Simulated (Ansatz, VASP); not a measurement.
MnHg: VASP beside Ansatz

The input POSCAR:

```
MnHg
1.0
    3.2322604184      0.0000000000      0.0000000000
    0.0000000000      3.2322604184      0.0000000000
    0.0000000000      0.0000000000      3.2568366077
Mn Hg
1 1
Direct
    0.5000000000      0.5000000000      0.5000000000
    0.0000000000      0.0000000000      0.0000000000
```

INCAR.step1

```
PREC = Accurate ; ENCUT = 520
ISMEAR = -1 ; SIGMA = 0.05
LREAL = F ; LASPH = T
NELM = 150 ; ISPIN = 2
MAGMOM = 4 0 ; LMAXMIX = 4
NBANDS = 24 ; GGA = PE
ALGO = Normal ; EDIFF = 1E-4
LWAVE = T ; LCHARG = F
```

INCAR.step2

```
PREC = Accurate ; ENCUT = 520
EDIFF = 1E-6 ; ISMEAR = -1
SIGMA = 0.05 ; LREAL = F
LASPH = T ; NELM = 150
ALGO = Normal ; ISIF = 2
LWAVE = F ; LCHARG = F
ISPIN = 2 ; MAGMOM = 4 0
LORBIT = 11 ; LMAXMIX = 4
METAGGA = R2SCAN ; LMIXTAU = T
NBANDS = 24 ; ISTART = 1
```

File KPOINTS:

```
Automatic mesh
0
Gamma
  9 9 9
```

Input for Ansatz:

```yaml
crystal:
  lattice:
    - [3.232260418352244, 0.0, 0.0]
    - [0.0, 3.232260418352244, 0.0]
    - [0.0, 0.0, 3.2568366076645336]
  atoms:
    - { symbol: Mn, position: [0.5, 0.5, 0.5], spin: 4.0 }
    - { symbol: Hg, position: [0.0, 0.0, 0.0] }
basis:
  ecutwfc: 600.0
kpoints:
  mp_grid:
    grid: [9, 9, 9]
hamiltonian:
  xc: r2scan
magnetization:
  spin_polarized: true
scf:
  occupations:
    method: fermi_dirac
    width: 0.05
output:
  stress: true
```

Alike in both runs: task single point; functional r2SCAN; k mesh 9 × 9 × 9; occupations fermi-dirac, width 0.05 eV; collinear spin.

|  | VASP | Ansatz |
| --- | --- | --- |
| version | VASP 6.6.1 | Ansatz 0.2.0 |
| potentials or method | VASP PAW PBE potentials, release 64 (Mn_pv, Hg), cutoff 520 eV | plane waves, PAW |
| valence electrons in the cell | 25 | 35 |

Ansatz gave:

```
pressure (GPa)                                                : 8.7
traceless stress, the component that is largest in VASP (GPa) : 0.22
net moment per atom (μB)                                      : 2.06
size of the moment on the site where the two differ most (μB) : 0.02
```

Task: Estimate VASP's values.

Result: Pressure (GPa): 9.5; traceless stress, the component that is largest in VASP (GPa): 0.20; net moment per atom (μB): 2.07; size of the moment on the site where the two differ most (μB): 0.06.

VASP's potentials were made for PBE, not for r2SCAN. Site moments also hang on the region over which each program counts them. The functional is the same, so the differences come from potentials, cutoffs and numerics. VASP's potentials hold 25 valence electrons a cell and Ansatz's 35, so a difference there can come from the potentials and not from the codes. Ansatz's warnings: stability check not made.

Spin-orbit coupling is off throughout.
